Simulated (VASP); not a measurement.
## CsBr: single point with r2SCAN

CsBr:

```
Cs Br
1.0
     4.26411    0.00000    0.00000
     0.00000    4.26411    0.00000
     0.00000    0.00000    4.26411
Cs Br
1 1
Cartesian
  0.0000 0.0000 0.0000
  2.1321 2.1321 2.1321
```

```yaml
Program: VASP 6.6.1
Task: single point
Functional: r2SCAN
Potentials_or_basis: VASP PAW PBE potentials, release 64 (Cs_sv, Br)
Cutoff: 550 eV
k_mesh: 8 × 8 × 8
Occupations: fermi-dirac, width 0.02 eV
Spin: no spin polarisation
```

```
Pressure               : 0.8 GPa
Band gap on the k mesh : 5.35 eV
```

Levels at points of the mesh, in eV from the valence-band top:
```tsv
k point	band 6	band 7	band 8	band 9	band 10	band 11
(0.00, 0.00, 0.00)	0.00	0.00	0.00	5.35	5.38	5.38
(0.50, 0.00, 0.00)	-1.34	-0.22	-0.22	6.44	8.04	8.60
(0.50, 0.50, 0.00)	-0.59	-0.59	-0.01	5.86	6.14	7.88
(0.50, 0.50, 0.50)	-1.22	-1.22	-1.22	9.08	9.08	9.08
```

Wall time 70 s on 1 thread of Intel(R) Xeon(R) Platinum 8559C (Emerald Rapids) (shared host), peak memory 0.23 GiB.

Caveat: the PAW data sets were made with another functional, which shifts forces and pressure a little; spin-orbit coupling is left out, which moves the levels of the heavy elements. r2SCAN opens gaps a little over a GGA but as a rule still falls short of measured ones.
